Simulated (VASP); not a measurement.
# Na2S (Fm-3m) in VASP: notebook, part 2 of 3

VASP 6.6.1. Earlier steps stand in the parts before.

## (3) Single point, PBE

INCAR reads:

```
SYSTEM = Na2S
PREC = Accurate
ENCUT = 500
EDIFF = 1E-6
ISMEAR = 0
SIGMA = 0.01
LREAL = .FALSE.
LASPH = .TRUE.
NELM = 120
ALGO = Normal
ISIF = 2
LWAVE = .FALSE.
LCHARG = .FALSE.
GGA = PE
NBANDS = 17
GGA_COMPAT = .FALSE.
```

KPOINTS reads:

```
regular mesh
0
G
  4 4 4
  0 0 0
```

POSCAR reads:

```
Na2S
1.0
    0.0000000000      3.2554374590      3.2554374590
    3.2554374590      0.0000000000      3.2554374590
    3.2554374590      3.2554374590      0.0000000000
Na S
2 1
Direct
    0.2500000000      0.2500000000      0.2500000000
    0.7500000000      0.7500000000      0.7500000000
    0.0000000000      0.0000000000      0.0000000000
```

Potentials or basis: VASP PAW PBE potentials, release 64 (Na_pv, S).

On the command line:

```console
cat potpaw_PBE.64/Na_pv/POTCAR potpaw_PBE.64/S/POTCAR > POTCAR
mpirun -np 1 vasp_std > vasp.out
```

OUTCAR:

```text
SYSTEM = Na2S
   PREC = Accurate
   ENCUT = 500
   EDIFF = 1E-6
   ISMEAR = 0
   LREAL = .FALSE.
   LASPH = .TRUE.
   NELM = 120
   ISIF = 2
   GGA = PE

 ion  position               nearest neighbor table
   1  0.250  0.250  0.250-
   2  0.750  0.750  0.750-
   3  0.000  0.000  0.000-

  LATTYP: Found a face centered cubic cell.
 ALAT       =     6.5108749180

  Lattice vectors:

 A1 = (   0.0000000000,   3.2554374590,   3.2554374590)
 A2 = (   3.2554374590,   0.0000000000,   3.2554374590)
 A3 = (   3.2554374590,   3.2554374590,   0.0000000000)

Analysis of symmetry for initial positions (statically):
=====================================================================
 Subroutine PRICEL returns:
 Original cell was already a primitive cell.

 Routine SETGRP: Setting up the symmetry group for a
 face centered cubic supercell.

 Subroutine GETGRP returns: Found 48 space group operations
 (whereof 48 operations were pure point group operations)
 out of a pool of 48 trial point group operations.

The static configuration has the point symmetry O_h .

Analysis of symmetry for dynamics (positions and initial velocities):
=====================================================================
 Subroutine PRICEL returns:
 Original cell was already a primitive cell.

 Routine SETGRP: Setting up the symmetry group for a
 face centered cubic supercell.

 Subroutine GETGRP returns: Found 48 space group operations
 (whereof 48 operations were pure point group operations)
 out of a pool of 48 trial point group operations.

The dynamic configuration has the point symmetry O_h .

 Subroutine INISYM returns: Found 48 space group operations
 (whereof 48 operations are pure point group operations),
 and found     1 'primitive' translations

----------------------------------------------------------------------------------------

                                     Primitive cell

  volume of cell :      69.0014

  direct lattice vectors                    reciprocal lattice vectors
     0.000000000  3.255437459  3.255437459    -0.153589189  0.153589189  0.153589189
     3.255437459  0.000000000  3.255437459     0.153589189 -0.153589189  0.153589189
     3.255437459  3.255437459  0.000000000     0.153589189  0.153589189 -0.153589189

  length of vectors
     4.603883806  4.603883806  4.603883806     0.266024279  0.266024279  0.266024279

  position of ions in fractional coordinates (direct lattice)
     0.250000000  0.250000000  0.250000000
     0.750000000  0.750000000  0.750000000
     0.000000000  0.000000000  0.000000000

  ion indices of the primitive-cell ions
   primitive index   ion index
                 1           1
                 2           2
                 3           3

----------------------------------------------------------------------------------------

 KPOINTS: regular mesh

Automatic generation of k-mesh.
 Grid dimensions read from file:
 generate k-points for:    4    4    4

 Generating k-lattice:

  Cartesian coordinates                     Fractional coordinates (reciprocal lattice)
    -0.038397297  0.038397297  0.038397297     0.250000000  0.000000000  0.000000000
     0.038397297 -0.038397297  0.038397297     0.000000000  0.250000000  0.000000000
     0.038397297  0.038397297 -0.038397297     0.000000000  0.000000000  0.250000000

  Length of vectors
     0.066506070  0.066506070  0.066506070

  Shift w.r.t. Gamma in fractional coordinates (k-lattice)
     0.000000000  0.000000000  0.000000000

 Subroutine IBZKPT returns following result:
 ===========================================

 Found      8 irreducible k-points:

 Following reciprocal coordinates:
            Coordinates               Weight
  0.000000  0.000000  0.000000      1.000000
  0.250000  0.000000  0.000000      8.000000
  0.500000  0.000000  0.000000      4.000000
  0.250000  0.250000  0.000000      6.000000
  0.500000  0.250000  0.000000     24.000000
 -0.250000  0.250000  0.000000     12.000000
  0.500000  0.500000  0.000000      3.000000
 -0.250000  0.500000  0.250000      6.000000
   k-points           NKPTS =      8   k-points in BZ     NKDIM =      8   number of bands    NBANDS=     17
   number of dos      NEDOS =    301   number of ions     NIONS =      3
   total plane-waves  NPLWV =  46656
   dimension x,y,z NGX =    36 NGY =   36 NGZ =   36
   dimension x,y,z NGXF=    72 NGYF=   72 NGZF=   72
   ions per type =               2   1
   NGX,Y,Z   is equivalent  to a cutoff of  13.00, 13.00, 13.00 a.u.
   NGXF,Y,Z  is equivalent  to a cutoff of  26.00, 26.00, 26.00 a.u.
 SYSTEM =  Na2S
   PREC   = accura    normal or accurate (medium, high low for compatibility)
   ISTART =      0    job   : 0-new  1-cont  2-samecut
   ICHARG =      2    charge: 1-file 2-atom 10-const
   ISPIN  =      1    spin polarized calculation?
   LNONCOLLINEAR =      F non collinear calculations
   LSORBIT =      F    spin-orbit coupling
   LASPH  =      T    aspherical Exc in radial PAW
   ENCUT  =  500.0 eV  36.75 Ry    6.06 a.u.   8.39  8.39  8.39*2*pi/ulx,y,z
   NELM   =    120;   NELMIN=  2; NELMDL= -5     # of ELM steps
   EDIFF  = 0.1E-05   stopping-criterion for ELM
   LREAL  =      F    real-space projection
   EDIFFG = 0.1E-04   stopping-criterion for IOM
   NSW    =      0    number of steps for IOM
   IBRION =     -1    ionic relax: 0-MD 1-quasi-New 2-CG
   NFREE  =      0    steps in history (QN), initial steepest desc. (CG)
   ISIF   =      2    stress and relaxation
   ISYM   =      2    0-nonsym 1-usesym 2-fastsym
   POTIM  = 0.5000    time-step for ionic-motion
   TEBEG  =    0.0;   TEEND  =   0.0 temperature during run
   PSTRESS=    0.0 pullay stress
   NELECT =      20.0000    total number of electrons
   NUPDOWN=      -1.0000    fix difference up-down
   EMIN   =  10.00;   EMAX   =-10.00  energy-range for DOS
   EFERMI =   0.00;   METHOD = LEGACY
   ISMEAR =     0;   SIGMA  =   0.01  broadening in eV -4-tet -1-fermi 0-gaus
   EFERMI_NEDOS =   21; number of points for ismear=-14 and -15
   IALGO  =     38    algorithm
   IMIX   =      4    mixing-type and parameters
     AMIX     =   0.40;   BMIX     =  1.00
     AMIX_MAG =   1.60;   BMIX_MAG =  1.00
  volume/ion in A,a.u.               =      23.00       155.21
  Fermi-wavevector in a.u.,A,eV,Ry     =   1.083425  2.047376 15.970648  1.173809
  Thomas-Fermi vector in A             =   2.219491
   LORBIT       =      0    0 simple, 1 ext, 2 COOP (PROOUT), +10 PAW based schemes
   GGA     = PE    functional components
   LHFCALC =     F    Hartree Fock is set to
   AEXX    =    0.0000 exact exchange contribution
   IVDW    =     0    specifies the selected vdW correction
   LEPSILON=     F    determine dielectric tensor
   LRPA    =     F    only Hartree local field effects (RPA)
 non-spin polarized calculation
 Gauss-broadening in eV      SIGMA  =   0.01
  energy-cutoff  :      500.00
  volume of cell :       69.00
 maximum number of plane-waves:      1807
 NGX is ok and might be reduce to    36
   NGX = 17   NGY = 17   NGZ = 17

 number of electron      19.9999984 magnetization

 Free energy of the ion-electron system (eV)
  ---------------------------------------------------
  ext. energy  EPLUGINS =         0.00000000
  ---------------------------------------------------
  free energy    TOTEN  =        -9.96751181 eV

  energy without entropy =       -9.96751181  energy(sigma->0) =       -9.96751181

 E-fermi :   0.3152     XC(G=0):  -7.8721

 val. band max:        0.2498918390   @ k =   0.0000   0.0000   0.0000
 cond. band min:       2.7821767470   @ k =   0.0000   0.0000   0.0000
 fundamental gap:      2.5322849080
 Fermi energy:         0.3152467237

 k-point     1 :       0.0000    0.0000    0.0000
  band No.  band energies     occupation
      1     -21.9656      2.00000
      2     -21.9656      2.00000
      3     -21.9656      2.00000
      4     -21.9096      2.00000
      5     -21.9096      2.00000
      6     -21.9096      2.00000
[... 9 lines left out ...]
     16       9.6380      0.00000
     17      11.5479      0.00000
[... 121 lines left out ...]
 k-point     8 :      -0.2500    0.5000    0.2500
  band No.  band energies     occupation
      1     -21.9879      2.00000
      2     -21.9824      2.00000
      3     -21.9398      2.00000
      4     -21.9398      2.00000
      5     -21.8990      2.00000
      6     -21.8982      2.00000
[... 9 lines left out ...]
     16      10.9212      0.00000
     17      12.3054      0.00000

------------------------ aborting loop because EDIFF is reached ----------------------------------------

  FORCE on cell =-STRESS in cart. coord.  units (eV):
  Direction    XX          YY          ZZ          XY          YZ          ZX
  --------------------------------------------------------------------------------------
  -------------------------------------------------------------------------------------
  Total        0.3737473      0.3737473      0.3737473      0.0000000      0.0000000      0.0000000
  in kB        8.6782187      8.6782187      8.6782187      0.0000000      0.0000000      0.0000000
  external PRESSURE =       8.6782187 kB  Pullay stress =       0.0000000 kB

 VOLUME and BASIS-vectors are now :
 -----------------------------------------------------------------------------
  energy-cutoff  :      500.00
  volume of cell :       69.00
      direct lattice vectors                 reciprocal lattice vectors
     0.000000000  3.255437459  3.255437459    -0.153589189  0.153589189  0.153589189
     3.255437459  0.000000000  3.255437459     0.153589189 -0.153589189  0.153589189
     3.255437459  3.255437459  0.000000000     0.153589189  0.153589189 -0.153589189

 POSITION                                       TOTAL-FORCE (eV/Angst)
 -----------------------------------------------------------------------------------
      1.62772      1.62772      1.62772        -0.000000      0.000000      0.000000
      4.88316      4.88316      4.88316         0.000000     -0.000000     -0.000000
      0.00000      0.00000      0.00000         0.000000     -0.000000      0.000000
 -----------------------------------------------------------------------------------
    total drift:                                0.000000      0.000000      0.000000

  FREE ENERGIE OF THE ION-ELECTRON SYSTEM (eV)
  ---------------------------------------------------
  free  energy   TOTEN  =        -9.9675118127 eV

  energy  without entropy=       -9.9675118127  energy(sigma->0) =       -9.96751181
```

It took 21 s on 1 thread of Intel Xeon 8259CL, shared host; peak memory 0.19 GiB.

Results:

```
Free energy            : -9.9675 eV
Pressure               : 0.9 GPa
Band gap on the k mesh : 2.53 eV
```

(Part 2 of 3 ends here.)
